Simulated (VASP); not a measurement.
# H4WC16 in VASP: notebook

H4WC16 is run at these levels: PBE; tasks: single point.

Program: VASP 6.6.1. These are calculated values, not measurements. Logs are shortened: lines on timing, memory, paths and dates and some standing lists are left out, and cuts for length are marked.

## Step 1: The cell of the first run

The cell holds a slab with vacuum, 21 atoms: a = 5.049 Å, b = 5.049 Å, c = 14.676 Å, α = 90.00°, β = 90.00°, γ = 60.00°.

## Step 2: Single point, PBE

Input file INCAR:

```
  ALGO = Normal
  EDIFF = 1E-6
  ENCUT = 520
  GGA = PE
  ISIF = 2
  ISMEAR = 0
  LASPH = T
  LCHARG = T
  LELF = T
  LREAL = Auto
  LVHAR = T
  LWAVE = F
  NBANDS = 57
  NELM = 100
  PREC = Accurate
  SIGMA = 0.02
```

Input file KPOINTS:

```
k-points
0
Gamma
  3 3 1
```

Input file POSCAR:

```
H4WC16
1.0
    5.0487420000      0.0000000000      0.0000000000
    2.5243710000      4.3723390000      0.0000000000
    0.0000000000      0.0000000000     14.6764260000
H C W
4 16 1
Direct
    0.1666667848      0.1666666285      0.0681364795
    0.6666667848      0.1666666285      0.0681364795
    0.1666666285      0.6666667429      0.0681364795
    0.6666666285      0.6666667429      0.0681364795
    0.1666667848      0.1666666285      0.1430866071
    0.6666667848      0.1666666285      0.1430866071
    0.1666666285      0.6666667429      0.1430866071
    0.6666666285      0.6666667429      0.1430866071
   -0.1666666285      0.3333332571      0.1781963129
    0.3333333715      0.3333332571      0.1781963129
   -0.1666665867      0.8333333715      0.1781963129
    0.3333334133      0.8333333715      0.1781963129
   -0.1634607400      0.3365393214      0.2837862570
    0.3268219490      0.3365413798      0.2837364492
   -0.1634586269      0.8268219825      0.2837364492
    0.3333324005      0.8333322279      0.2930646058
   -0.0029073595      0.0014045114      0.3188884678
    0.5014713227      0.0014715236      0.3188890129
   -0.0000452535      0.4999548297      0.3131140374
    0.5014045212      0.4970925173      0.3188884678
    0.6665143736      1.1665143073      0.4187501099
```

Potentials or basis: VASP PAW PBE potentials, release 64 (H, C, W_sv).

Started as:

```
cat potpaw_PBE.64/H/POTCAR potpaw_PBE.64/C/POTCAR potpaw_PBE.64/W_sv/POTCAR > POTCAR
mpirun -np 1 vasp_std > vasp.out
```

OUTCAR:

```text
EDIFF = 1E-6
   ENCUT = 520
   GGA = PE
   ISIF = 2
   ISMEAR = 0
   LASPH = T
   LREAL = Auto
   NELM = 100
   PREC = Accurate

 ion  position               nearest neighbor table
   1  0.167  0.167  0.068-   5 1.10
   2  0.667  0.167  0.068-   6 1.10
   3  0.167  0.667  0.068-   7 1.10
   4  0.667  0.667  0.068-   8 1.10
   5  0.167  0.167  0.143-   1 1.10  10 1.55  12 1.55   9 1.55
   6  0.667  0.167  0.143-   2 1.10   9 1.55  11 1.55  10 1.55
   7  0.167  0.667  0.143-   3 1.10  11 1.55  12 1.55  10 1.55
   8  0.667  0.667  0.143-   4 1.10  12 1.55  11 1.55   9 1.55
   9  0.833  0.333  0.178-   6 1.55   5 1.55   8 1.55  13 1.55
  10  0.333  0.333  0.178-   5 1.55   6 1.55   7 1.55  14 1.55
  11  0.833  0.833  0.178-   7 1.55   6 1.55   8 1.55  15 1.55
  12  0.333  0.833  0.178-   8 1.55   5 1.55   7 1.55  16 1.69
  13  0.837  0.337  0.284-  19 1.49   9 1.55  20 1.55  17 1.55  21 2.48
  14  0.327  0.337  0.284-  19 1.49  10 1.55  18 1.55  20 1.55  21 2.48
  15  0.837  0.827  0.284-  19 1.49  11 1.55  18 1.55  17 1.55  21 2.48
  16  0.333  0.833  0.293-  20 1.52  17 1.52  18 1.52  12 1.69
  17  0.997  0.001  0.319-  16 1.52  13 1.55  15 1.55  21 2.06
  18  0.501  0.001  0.319-  16 1.52  14 1.55  15 1.55  21 2.06
  19  1.000  0.500  0.313-  13 1.49  15 1.49  14 1.49
  20  0.501  0.497  0.319-  16 1.52  13 1.55  14 1.55  21 2.06
  21  0.667  0.167  0.419-  18 2.06  20 2.06  17 2.06  15 2.48  14 2.48  13 2.48

  LATTYP: Found a hexagonal cell.
 ALAT       =     5.0487421480
 C/A-ratio  =     2.9069470315

  Lattice vectors:

 A1 = (  -2.5243710000,  -4.3723390000,   0.0000000000)
 A2 = (   5.0487420000,   0.0000000000,   0.0000000000)
 A3 = (   0.0000000000,   0.0000000000,  14.6764260000)

Analysis of symmetry for initial positions (statically):
=====================================================================
 Subroutine PRICEL returns:
 Original cell was already a primitive cell.

 Routine SETGRP: Setting up the symmetry group for a
 hexagonal supercell.

 Subroutine GETGRP returns: Found  2 space group operations
 (whereof  1 operations were pure point group operations)
 out of a pool of 24 trial point group operations.

The static configuration has the point symmetry C_1 .
 The point group associated with its full space group is C_1h.

Analysis of symmetry for dynamics (positions and initial velocities):
=====================================================================
 Subroutine PRICEL returns:
 Original cell was already a primitive cell.

 Routine SETGRP: Setting up the symmetry group for a
 hexagonal supercell.

 Subroutine GETGRP returns: Found  2 space group operations
 (whereof  1 operations were pure point group operations)
 out of a pool of 24 trial point group operations.

The dynamic configuration has the point symmetry C_1 .
 The point group associated with its full space group is C_1h.

 Subroutine INISYM returns: Found  2 space group operations
 (whereof  1 operations are pure point group operations),
 and found     1 'primitive' translations

----------------------------------------------------------------------------------------

                                     Primitive cell

  volume of cell :     323.9793

  direct lattice vectors                    reciprocal lattice vectors
     5.048742000  0.000000000  0.000000000     0.198069143 -0.114355268  0.000000000
     2.524371000  4.372339000  0.000000000     0.000000000  0.228710537  0.000000000
     0.000000000  0.000000000 14.676426000     0.000000000  0.000000000  0.068136480

  length of vectors
     5.048742000  5.048742148 14.676426000     0.228710544  0.228710537  0.068136480

  position of ions in fractional coordinates (direct lattice)
     0.166666785  0.166666629  0.068136479
     0.666666785  0.166666629  0.068136479
     0.166666629  0.666666743  0.068136479
     0.666666629  0.666666743  0.068136479
     0.166666785  0.166666629  0.143086607
     0.666666785  0.166666629  0.143086607
[... 13 lines left out ...]
     0.501404521  0.497092517  0.318888468
     0.666514374  0.166514307  0.418750110

  ion indices of the primitive-cell ions
   primitive index   ion index
                 1           1
                 2           2
                 3           3
                 4           4
                 5           5
                 6           6
[... 13 lines left out ...]
                20          20
                21          21

----------------------------------------------------------------------------------------

 KPOINTS: k-points

Automatic generation of k-mesh.
 Grid dimensions read from file:
 generate k-points for:    3    3    1

 Generating k-lattice:

  Cartesian coordinates                     Fractional coordinates (reciprocal lattice)
     0.066023048 -0.038118423  0.000000000     0.333333333 -0.000000000  0.000000000
     0.000000000  0.076236846  0.000000000     0.000000000  0.333333333  0.000000000
     0.000000000  0.000000000  0.068136480     0.000000000  0.000000000  1.000000000

  Length of vectors
     0.076236848  0.076236846  0.068136480

  Shift w.r.t. Gamma in fractional coordinates (k-lattice)
     0.000000000  0.000000000  0.000000000

 Subroutine IBZKPT returns following result:
 ===========================================

 Found      4 irreducible k-points:

 Following reciprocal coordinates:
            Coordinates               Weight
  0.000000  0.000000  0.000000      1.000000
  0.333333  0.000000  0.000000      4.000000
  0.333333  0.333333  0.000000      2.000000
 -0.333333  0.333333  0.000000      2.000000
   k-points           NKPTS =      4   k-points in BZ     NKDIM =      4   number of bands    NBANDS=     57
   number of dos      NEDOS =    301   number of ions     NIONS =     21
   total plane-waves  NPLWV = 179200
   dimension x,y,z NGX =    40 NGY =   40 NGZ =  112
   dimension x,y,z NGXF=    80 NGYF=   80 NGZF=  224
   ions per type =               4  16   1
   NGX,Y,Z   is equivalent  to a cutoff of  13.17, 13.17, 12.69 a.u.
   NGXF,Y,Z  is equivalent  to a cutoff of  26.34, 26.34, 25.37 a.u.
 SYSTEM =  unknown system
   PREC   = accura    normal or accurate (medium, high low for compatibility)
   ISTART =      0    job   : 0-new  1-cont  2-samecut
   ICHARG =      2    charge: 1-file 2-atom 10-const
   ISPIN  =      1    spin polarized calculation?
   LNONCOLLINEAR =      F non collinear calculations
   LSORBIT =      F    spin-orbit coupling
   LASPH  =      T    aspherical Exc in radial PAW
   ENCUT  =  520.0 eV  38.22 Ry    6.18 a.u.   9.39  9.39 27.29*2*pi/ulx,y,z
   NELM   =    100;   NELMIN=  2; NELMDL= -5     # of ELM steps
   EDIFF  = 0.1E-05   stopping-criterion for ELM
   LREAL  =      T    real-space projection
   EDIFFG = 0.1E-04   stopping-criterion for IOM
   NSW    =      0    number of steps for IOM
   IBRION =     -1    ionic relax: 0-MD 1-quasi-New 2-CG
   NFREE  =      0    steps in history (QN), initial steepest desc. (CG)
   ISIF   =      2    stress and relaxation
   ISYM   =      2    0-nonsym 1-usesym 2-fastsym
   POTIM  = 0.5000    time-step for ionic-motion
   TEBEG  =    0.0;   TEEND  =   0.0 temperature during run
   PSTRESS=    0.0 pullay stress
   NELECT =      82.0000    total number of electrons
   NUPDOWN=      -1.0000    fix difference up-down
   EMIN   =  10.00;   EMAX   =-10.00  energy-range for DOS
   EFERMI =   0.00;   METHOD = LEGACY
   ISMEAR =     0;   SIGMA  =   0.02  broadening in eV -4-tet -1-fermi 0-gaus
   EFERMI_NEDOS =   21; number of points for ismear=-14 and -15
   IALGO  =     38    algorithm
   IMIX   =      4    mixing-type and parameters
     AMIX     =   0.40;   BMIX     =  1.00
     AMIX_MAG =   1.60;   BMIX_MAG =  1.00
  volume/ion in A,a.u.               =      15.43       104.11
  Fermi-wavevector in a.u.,A,eV,Ry     =   1.035556  1.956917 14.590570  1.072377
  Thomas-Fermi vector in A             =   2.169905
   LORBIT       =      0    0 simple, 1 ext, 2 COOP (PROOUT), +10 PAW based schemes
   GGA     = PE    functional components
   LHFCALC =     F    Hartree Fock is set to
   AEXX    =    0.0000 exact exchange contribution
   IVDW    =     0    specifies the selected vdW correction
   LEPSILON=     F    determine dielectric tensor
   LRPA    =     F    only Hartree local field effects (RPA)
 non-spin polarized calculation
 Gauss-broadening in eV      SIGMA  =   0.02
  energy-cutoff  :      520.00
  volume of cell :      323.98
 maximum number of plane-waves:      8731
 NGX is ok and might be reduce to    40
   NGX = 19   NGY = 19   NGZ = 55

 number of electron      82.0000003 magnetization

 Free energy of the ion-electron system (eV)
  ---------------------------------------------------
  ext. energy  EPLUGINS =         0.00000000
  ---------------------------------------------------
  free energy    TOTEN  =      -163.07796679 eV

  energy without entropy =     -163.07536589  energy(sigma->0) =     -163.07666634

 E-fermi :   1.5481     XC(G=0):  -6.2246

 val. band max:        1.4745780076   @ k =  -0.3333   0.3333   0.0000
 cond. band min:       1.5482768320   @ k =  -0.3333   0.3333   0.0000
 fundamental gap:      0.0736988244
 Fermi energy:         1.5480935432

 k-point     1 :       0.0000    0.0000    0.0000
  band No.  band energies     occupation
      1     -73.3537      2.00000
      2     -37.6397      2.00000
      3     -37.6334      2.00000
      4     -37.6333      2.00000
      5     -19.5179      2.00000
      6     -16.8306      2.00000
[... 45 lines left out ...]
     52       6.6577      0.00000
     53       6.9229      0.00000

 k-point     2 :       0.3333    0.0000    0.0000
  band No.  band energies     occupation
      1     -73.3537      2.00000
      2     -37.6396      2.00000
      3     -37.6339      2.00000
      4     -37.6335      2.00000
      5     -18.8529      2.00000
      6     -16.8898      2.00000
[... 45 lines left out ...]
     52       7.0500      0.00000
     53       7.2965      0.00000

 k-point     3 :       0.3333    0.3333    0.0000
  band No.  band energies     occupation
      1     -73.3537      2.00000
      2     -37.6396      2.00000
      3     -37.6339      2.00000
      4     -37.6335      2.00000
      5     -18.8530      2.00000
      6     -16.8896      2.00000
[... 45 lines left out ...]
     52       7.0495      0.00000
     53       7.2971      0.00000

 k-point     4 :      -0.3333    0.3333    0.0000
  band No.  band energies     occupation
      1     -73.3537      2.00000
      2     -37.6396      2.00000
      3     -37.6339      2.00000
      4     -37.6338      2.00000
      5     -17.6406      2.00000
      6     -17.6002      2.00000
[... 45 lines left out ...]
     52       7.2892      0.00000
     53       7.5902      0.00000
 [bands above 53 left out]

------------------------ aborting loop because EDIFF is reached ----------------------------------------

  FORCE on cell =-STRESS in cart. coord.  units (eV):
  Direction    XX          YY          ZZ          XY          YZ          ZX
  --------------------------------------------------------------------------------------
  -------------------------------------------------------------------------------------
  Total        0.0661764      0.0485744     -1.4530219      0.0152437      0.0139790      0.0242122
  in kB        0.3272626      0.2402155     -7.1856396      0.0753849      0.0691303      0.1197369
  external PRESSURE =      -2.2060538 kB  Pullay stress =       0.0000000 kB

 VOLUME and BASIS-vectors are now :
 -----------------------------------------------------------------------------
  energy-cutoff  :      520.00
  volume of cell :      323.98
      direct lattice vectors                 reciprocal lattice vectors
     5.048742000  0.000000000  0.000000000     0.198069143 -0.114355268  0.000000000
     2.524371000  4.372339000  0.000000000     0.000000000  0.228710537  0.000000000
     0.000000000  0.000000000 14.676426000     0.000000000  0.000000000  0.068136480

 POSITION                                       TOTAL-FORCE (eV/Angst)
 -----------------------------------------------------------------------------------
      1.26219      0.72872      1.00000        -0.000158     -0.022682     -0.193690
      3.78656      0.72872      1.00000        -0.000116     -0.000067     -0.206538
      2.52437      2.91489      1.00000         0.019583      0.011306     -0.193382
      5.04874      2.91489      1.00000        -0.019722      0.011204     -0.193690
      1.26219      0.72872      2.10000        -0.000843     -0.106504      1.441475
      3.78656      0.72872      2.10000         0.000810      0.000468      1.013605
[... 13 lines left out ...]
      3.78631      2.17346      4.68014         0.001356     -0.001904      0.012721
      3.78540      0.72806      6.14576         0.011512      0.006647      0.085537
 -----------------------------------------------------------------------------------
    total drift:                               -0.000143     -0.000696     -0.017774

  FREE ENERGIE OF THE ION-ELECTRON SYSTEM (eV)
  ---------------------------------------------------
  free  energy   TOTEN  =      -163.0779667883 eV

  energy  without entropy=     -163.0753658933  energy(sigma->0) =     -163.07666634
```

Run time: 3.2 min. Hardware: 1 thread of Intel Xeon Platinum 8375C at 2.90GHz (Ice Lake), shared host; peak memory 0.43 GiB.

Results:

```yaml
Free_energy: -163.0780 eV
Largest_force: 1.545 eV/Å
Band_gap_on_the_k_mesh: zero (band 41 reaches 1.58 eV, above the bottom of band 42 at 1.55 eV)
```

Forces in eV/Å, atoms in the order of the input:
```
H    0.000 -0.023 -0.194
H    0.000  0.000 -0.207
H    0.020  0.011 -0.193
H   -0.020  0.011 -0.194
C   -0.001 -0.107  1.441
C    0.001  0.000  1.014
C    0.093  0.054  1.442
C   -0.093  0.053  1.441
C   -0.207 -0.120 -1.518
C    0.205 -0.120 -1.527
C   -0.002  0.237 -1.527
C    0.000  0.000 -0.075
C   -0.010 -0.006 -0.026
C    0.011  0.003 -0.003
C    0.008  0.008 -0.003
C   -0.003 -0.002 -0.005
C   -0.001  0.002  0.013
C   -0.021 -0.012 -0.002
C    0.008  0.005  0.023
C    0.001 -0.002  0.013
W    0.012  0.007  0.086
```

Caveat: the k points lie up to 0.48 Å⁻¹ apart; spin-orbit coupling is left out, which moves the levels of the heavy elements.

(Continued in part 2 of 2.)
